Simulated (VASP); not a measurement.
# SnO2 (Pnnm) in VASP: notebook

Runs on SnO2. Level: LDA. Tasks: single point.

Everything below comes from runs of VASP 6.6.1. Logs are shortened: lines on timing, memory, paths and dates and some standing lists are left out, and cuts for length are marked.

### 1 The cell of the first run

The structure is orthorhombic, space group Pnnm (No. 58). The conventional cell has a = 4.722 Å, b = 4.723 Å, c = 3.190 Å, α = 90.00°, β = 90.00°, γ = 90.00°. Sn (site symmetry 2/m) has 6 O at 2.03 to 2.09 Å within 2.7 Å. Within 2.7 Å of O (site symmetry m) lie 3 Sn at 2.03 to 2.09 Å and 1 O at 2.51 Å.

### 2 Single point, LDA (atoms shifted along a free coordinate)

File INCAR:

```
SYSTEM = SnO2
PREC     = Accurate       ! precision mode
ENCUT    = 520            ! plane-wave cutoff, eV
EDIFF    = 1E-6           ! SCF threshold, eV
ISMEAR   = 0              ! smearing method
SIGMA    = 0.05           ! smearing width, eV
LREAL    = .FALSE.        ! projectors in reciprocal space
LASPH    = .TRUE.         ! aspherical terms in the spheres
NELM     = 60             ! most SCF steps
ALGO     = Normal         ! electronic algorithm
ISIF     = 2              ! what is computed and relaxed
LWAVE    = .FALSE.        ! write WAVECAR
LCHARG   = .TRUE.         ! write CHGCAR
GGA      = CA             ! functional
LELF     = .TRUE.         ! ELF
LVHAR    = .TRUE.       
NBANDS   = 35             ! bands
```

File KPOINTS:

```
regular mesh
0
G
  6 6 8
  0 0 0
```

File POSCAR:

```
SnO2
1.0
    4.7222897775      0.0000000000      0.0000000000
    0.0000000000      4.7228698889      0.0000000000
    0.0000000000      0.0000000000      3.1904047622
Sn O
2 4
Direct
    0.5000000000      0.5000000000      0.5000000000
    0.0000000000      0.0000000000      0.0000000000
    0.3059833077      0.3191552360      0.0000000000
    0.8059833077      0.1808447640      0.5000000000
    0.1940166923      0.8191552360      0.5000000000
    0.6940166923      0.6808447640      0.0000000000
```

Potentials or basis: VASP PAW LDA potentials, release 64 (Sn_d, O).

On the command line:

```
cat potpaw_LDA.64/Sn_d/POTCAR potpaw_LDA.64/O/POTCAR > POTCAR
mpirun -np 1 vasp_std > vasp.out
```

OUTCAR:

```text
SYSTEM = SnO2
   PREC = Accurate
   ENCUT = 520
   EDIFF = 1E-6
   ISMEAR = 0
   LREAL = .FALSE.
   LASPH = .TRUE.
   NELM = 60
   ISIF = 2
   GGA = CA

 ion  position               nearest neighbor table
   1  0.500  0.500  0.500-   6 2.03   6 2.03   3 2.03   3 2.03   5 2.09   4 2.09   2 3.70   2 3.70
                             2 3.70   2 3.70   2 3.70   2 3.70   2 3.70   2 3.70
   2  0.000  0.000  0.000-   4 2.03   4 2.03   5 2.03   5 2.03   3 2.09   6 2.09   1 3.70   1 3.70
                             1 3.70   1 3.70   1 3.70   1 3.70   1 3.70   1 3.70
   3  0.306  0.319  0.000-   1 2.03   1 2.03   2 2.09
   4  0.806  0.181  0.500-   2 2.03   2 2.03   1 2.09
   5  0.194  0.819  0.500-   2 2.03   2 2.03   1 2.09
   6  0.694  0.681  0.000-   1 2.03   1 2.03   2 2.09

  LATTYP: Found a simple orthorhombic cell.
 ALAT       =     3.1904047622
 B/A-ratio  =     1.4801538142
 C/A-ratio  =     1.4803356442

  Lattice vectors:

 A1 = (   0.0000000000,   0.0000000000,   3.1904047622)
 A2 = (   4.7222897775,   0.0000000000,   0.0000000000)
 A3 = (   0.0000000000,   4.7228698889,   0.0000000000)

Analysis of symmetry for initial positions (statically):
=====================================================================
 Subroutine PRICEL returns:
 Original cell was already a primitive cell.

 Routine SETGRP: Setting up the symmetry group for a
 simple orthorhombic supercell.

 Subroutine GETGRP returns: Found  8 space group operations
 (whereof  4 operations were pure point group operations)
 out of a pool of  8 trial point group operations.

The static configuration has the point symmetry C_2h.
 The point group associated with its full space group is D_2h.

Analysis of symmetry for dynamics (positions and initial velocities):
=====================================================================
 Subroutine PRICEL returns:
 Original cell was already a primitive cell.

 Routine SETGRP: Setting up the symmetry group for a
 simple orthorhombic supercell.

 Subroutine GETGRP returns: Found  8 space group operations
 (whereof  4 operations were pure point group operations)
 out of a pool of  8 trial point group operations.

The dynamic configuration has the point symmetry C_2h.
 The point group associated with its full space group is D_2h.

 Subroutine INISYM returns: Found  8 space group operations
 (whereof  4 operations are pure point group operations),
 and found     1 'primitive' translations

[... 105 lines left out ...]
   NSW    =      0    number of steps for IOM
   IBRION =     -1    ionic relax: 0-MD 1-quasi-New 2-CG
   NFREE  =      0    steps in history (QN), initial steepest desc. (CG)
   ISIF   =      2    stress and relaxation
   ISYM   =      2    0-nonsym 1-usesym 2-fastsym
   POTIM  = 0.5000    time-step for ionic-motion
   TEBEG  =    0.0;   TEEND  =   0.0 temperature during run
   PSTRESS=    0.0 pullay stress
   NELECT =      52.0000    total number of electrons
   NUPDOWN=      -1.0000    fix difference up-down
   EMIN   =  10.00;   EMAX   =-10.00  energy-range for DOS
   EFERMI =   0.00;   METHOD = LEGACY
   ISMEAR =     0;   SIGMA  =   0.05  broadening in eV -4-tet -1-fermi 0-gaus
   EFERMI_NEDOS =   21; number of points for ismear=-14 and -15
   IALGO  =     38    algorithm
   IMIX   =      4    mixing-type and parameters
     AMIX     =   0.40;   BMIX     =  1.00
     AMIX_MAG =   1.60;   BMIX_MAG =  1.00
  volume/ion in A,a.u.               =      11.86        80.03
  Fermi-wavevector in a.u.,A,eV,Ry     =   1.474601  2.786592 29.585156  2.174448
  Thomas-Fermi vector in A             =   2.589352
   LORBIT       =      0    0 simple, 1 ext, 2 COOP (PROOUT), +10 PAW based schemes
   GGA     = CA    functional components
   LHFCALC =     F    Hartree Fock is set to
   AEXX    =    0.0000 exact exchange contribution
   IVDW    =     0    specifies the selected vdW correction
   LEPSILON=     F    determine dielectric tensor
   LRPA    =     F    only Hartree local field effects (RPA)
 non-spin polarized calculation
 Gauss-broadening in eV      SIGMA  =   0.05
  energy-cutoff  :      520.00
  volume of cell :       71.15
 maximum number of plane-waves:      1944
 NGX is ok and might be reduce to    36
   NGX = 17   NGY = 17   NGZ = 11

 number of electron      51.9999987 magnetization

 Free energy of the ion-electron system (eV)
  ---------------------------------------------------
  ext. energy  EPLUGINS =         0.00000000
  ---------------------------------------------------
  free energy    TOTEN  =       -42.18448503 eV

  energy without entropy =      -42.18448503  energy(sigma->0) =      -42.18448503

 E-fermi :   6.1147     XC(G=0): -11.8201

 val. band max:        5.9016980024   @ k =   0.0000   0.0000   0.0000
 cond. band min:       7.2325501443   @ k =   0.0000   0.0000   0.0000
 fundamental gap:      1.3308521419
 Fermi energy:         6.1146590079

 k-point     1 :       0.0000    0.0000    0.0000
  band No.  band energies     occupation
      1     -15.0796      2.00000
      2     -14.4056      2.00000
      3     -14.0071      2.00000
      4     -14.0038      2.00000
      5     -13.9984      2.00000
      6     -13.8560      2.00000
[... 901 lines left out ...]
     34      18.0628      0.00000
     35      18.4242      0.00000

 [... further k-points ...]

------------------------ aborting loop because EDIFF is reached ----------------------------------------

  FORCE on cell =-STRESS in cart. coord.  units (eV):
  Direction    XX          YY          ZZ          XY          YZ          ZX
  --------------------------------------------------------------------------------------
  -------------------------------------------------------------------------------------
  Total        0.9075848      0.7544926      2.1554075      0.0000000      0.0000000      0.0000000
  in kB       20.4358829     16.9887395     48.5328253      0.0000000      0.0000000      0.0000000
  external PRESSURE =      28.6524826 kB  Pullay stress =       0.0000000 kB

 VOLUME and BASIS-vectors are now :
 -----------------------------------------------------------------------------
  energy-cutoff  :      520.00
  volume of cell :       71.15
      direct lattice vectors                 reciprocal lattice vectors
     4.722289778  0.000000000  0.000000000     0.211761676  0.000000000  0.000000000
     0.000000000  4.722869889  0.000000000     0.000000000  0.211735666  0.000000000
     0.000000000  0.000000000  3.190404762     0.000000000  0.000000000  0.313439853

 POSITION                                       TOTAL-FORCE (eV/Angst)
 -----------------------------------------------------------------------------------
      2.36114      2.36143      1.59520         0.000000      0.000000      0.000000
      0.00000      0.00000      0.00000         0.000000      0.000000      0.000000
      1.44494      1.50733      0.00000        -0.749096     -0.764436      0.000000
      3.80609      0.85411      1.59520        -0.749096      0.764436      0.000000
      0.91620      3.86876      1.59520         0.749096     -0.764436     -0.000000
      3.27735      3.21554      0.00000         0.749096      0.764436      0.000000
 -----------------------------------------------------------------------------------
    total drift:                                0.000000     -0.000000      0.000000

  FREE ENERGIE OF THE ION-ELECTRON SYSTEM (eV)
  ---------------------------------------------------
  free  energy   TOTEN  =       -42.1844850325 eV

  energy  without entropy=      -42.1844850325  energy(sigma->0) =      -42.18448503
```

OSZICAR:

```text
N       E                     dE             d eps       ncg     rms          rms(c)
DAV:   1     0.633153160195E+03    0.63315E+03   -0.25539E+04  6204   0.233E+03
DAV:   2     0.542997517153E+02   -0.57885E+03   -0.54578E+03  5984   0.615E+02
DAV:   3    -0.431776320267E+02   -0.97477E+02   -0.95708E+02  6027   0.209E+02
DAV:   4    -0.482923429732E+02   -0.51147E+01   -0.50772E+01  7140   0.515E+01
DAV:   5    -0.484246240385E+02   -0.13228E+00   -0.13211E+00  6955   0.880E+00    0.160E+01
DAV:   6    -0.422466853573E+02    0.61779E+01   -0.17188E+01  9044   0.646E+01    0.647E+00
DAV:   7    -0.422784406846E+02   -0.31755E-01   -0.20161E+00  6464   0.796E+00    0.321E+00
DAV:   8    -0.421992361559E+02    0.79205E-01   -0.21644E-01  8666   0.443E+00    0.736E-01
DAV:   9    -0.421843530350E+02    0.14883E-01   -0.34534E-02  9148   0.314E+00    0.131E-01
DAV:  10    -0.421844673101E+02   -0.11428E-03   -0.33613E-03  6948   0.469E-01    0.511E-02
DAV:  11    -0.421844847379E+02   -0.17428E-04   -0.15132E-04  9009   0.133E-01    0.221E-02
DAV:  12    -0.421844876752E+02   -0.29373E-05   -0.15330E-05  6714   0.281E-02    0.136E-02
DAV:  13    -0.421844849643E+02    0.27109E-05   -0.91562E-06  6928   0.453E-02    0.104E-03
DAV:  14    -0.421844850325E+02   -0.68218E-07   -0.77007E-07  3496   0.847E-03
   1 F= -.42184485E+02 E0= -.42184485E+02  d E =-.129564E-11
```

stdout:

```text
POSCAR found type information on POSCAR SnO
 POSCAR found :  2 types and       6 ions
 scaLAPACK will be used
 LDA part: xc-table for (Slater(with rela. corr.)+CA(PZ))
 , standard interpolation
 POSCAR, INCAR and KPOINTS ok, starting setup
 FFT: planning ... GRIDC
 FFT: planning ... GRID_SOFT
 FFT: planning ... GRID
 WAVECAR not read
 entering main loop
```

Run time: 3.2 min. Hardware: 1 thread of Intel Xeon 8259CL, shared host; peak memory 0.26 GiB.

Results:

```yaml
Free_energy: -42.1845 eV
Pressure: 2.9 GPa
Largest_force: 1.070 eV/Å
Band_gap_on_the_k_mesh: 1.33 eV
```

Forces on the atoms (eV/Å):
```
Sn   0.000  0.000  0.000
Sn   0.000  0.000  0.000
O   -0.749 -0.764  0.000
O   -0.749  0.764  0.000
O    0.749 -0.764  0.000
O    0.749  0.764  0.000
```

Stress tensor (GPa, compression positive):
```
2.04 0.00 0.00
0.00 1.70 0.00
0.00 0.00 4.85
```

Levels at points of the mesh, in eV from the valence-band top:
| k point | band 23 | band 24 | band 25 | band 26 | band 27 | band 28 | band 29 | band 30 |
| --- | --- | --- | --- | --- | --- | --- | --- | --- |
| (0.00, 0.00, 0.00) | -1.19 | -0.77 | -0.75 | 0.00 | 1.33 | 5.75 | 6.17 | 6.21 |
| (0.50, 0.00, 0.00) | -1.19 | -1.19 | -0.62 | -0.62 | 4.34 | 4.34 | 6.65 | 6.65 |
| (0.00, 0.50, 0.00) | -1.19 | -1.19 | -0.71 | -0.71 | 4.41 | 4.41 | 6.88 | 6.88 |
| (0.50, 0.50, 0.00) | -1.30 | -1.30 | -0.88 | -0.88 | 4.62 | 4.62 | 7.26 | 7.26 |
| (0.00, 0.00, 0.50) | -1.68 | -1.68 | -1.29 | -1.29 | 6.27 | 6.27 | 9.59 | 9.59 |
| (0.50, 0.00, 0.50) | -1.08 | -1.08 | -0.67 | -0.67 | 6.57 | 6.57 | 7.94 | 7.94 |
| (0.00, 0.50, 0.50) | -1.15 | -1.15 | -0.62 | -0.62 | 6.53 | 6.53 | 7.84 | 7.84 |
| (0.50, 0.50, 0.50) | -1.06 | -1.06 | -0.82 | -0.82 | 5.13 | 5.13 | 8.46 | 8.46 |

Caveat: the cell differs from its parent crystal (atoms shifted along a free coordinate); spin-orbit coupling is left out, which moves the levels of the heavy elements; forces of over 1 eV/Å act on the atoms, so gaps and moduli don't describe the material at rest.

### 3 Single point, LDA (atoms shifted along a free coordinate)

File INCAR:

```
SYSTEM = SnO2
PREC = Accurate ; ENCUT = 520
EDIFF = 1E-6 ; ISMEAR = 0
SIGMA = 0.05 ; LREAL = .False.
LASPH = .True. ; NELM = 80
ALGO = Normal ; ISIF = 2
LWAVE = .False. ; LCHARG = .True.
LELF = .True. ; LVHAR = .True.
NBANDS = 35
```

File KPOINTS:

```
Automatic mesh
0
Gamma
  6 6 8
  0 0 0
```

File POSCAR:

```
SnO2
1.0
    4.7222897775      0.0000000000      0.0000000000
    0.0000000000      4.7228698889      0.0000000000
    0.0000000000      0.0000000000      3.1904047622
Sn O
2 4
Direct
    0.5000000000      0.5000000000      0.5000000000
    0.0000000000      0.0000000000      0.0000000000
    0.3059833077      0.2932176170      0.0000000000
    0.8059833077      0.2067823830      0.5000000000
    0.1940166923      0.7932176170      0.5000000000
    0.6940166923      0.7067823830      0.0000000000
```

Potentials or basis: VASP PAW LDA potentials, release 64 (Sn_d, O).

On the command line:

```
cat potpaw_LDA.64/Sn_d/POTCAR potpaw_LDA.64/O/POTCAR > POTCAR
mpirun -np 1 vasp_std > vasp.out
```

Wall time 3.3 min (1 thread of Intel Xeon 8259CL, shared host); peak memory 0.26 GiB.

The run converged. Its results:

| Quantity | Value |
| --- | --- |
| Free energy | -42.1943 eV |
| Pressure | 0.2 GPa |
| Largest force | 0.976 eV/Å |
| Band gap on the k mesh | 1.08 eV |

Forces in eV/Å, atoms in the order of the input:
```
Sn   0.000  0.000  0.000
Sn   0.000  0.000  0.000
O    0.668  0.711  0.000
O    0.668 -0.711  0.000
O   -0.668  0.711  0.000
O   -0.668 -0.711  0.000
```

Stress tensor (GPa, compression positive):
```
 1.52  0.00  0.00
 0.00  0.28  0.00
 0.00  0.00 -1.13
```

Levels at points of the mesh, in eV from the valence-band top:
```csv
k point,band 23,band 24,band 25,band 26,band 27,band 28,band 29,band 30
"(0.00, 0.00, 0.00)",-1.28,-0.83,-0.80,0.00,1.08,5.99,6.01,6.19
"(0.50, 0.00, 0.00)",-1.25,-1.25,-0.65,-0.65,4.38,4.38,7.05,7.05
"(0.00, 0.50, 0.00)",-1.25,-1.25,-0.58,-0.58,4.31,4.31,6.82,6.82
"(0.50, 0.50, 0.00)",-1.39,-1.39,-0.92,-0.92,4.88,4.88,7.39,7.39
"(0.00, 0.00, 0.50)",-1.75,-1.75,-1.26,-1.26,5.92,5.92,9.42,9.42
"(0.50, 0.00, 0.50)",-1.18,-1.18,-0.70,-0.70,6.19,6.19,7.78,7.78
"(0.00, 0.50, 0.50)",-1.09,-1.09,-0.78,-0.78,6.23,6.23,7.85,7.85
"(0.50, 0.50, 0.50)",-0.91,-0.91,-0.84,-0.84,4.35,4.35,8.84,8.84
```

Caveat: the cell differs from its parent crystal (atoms shifted along a free coordinate); spin-orbit coupling is left out, which moves the levels of the heavy elements.

[end of part 1 of 2]
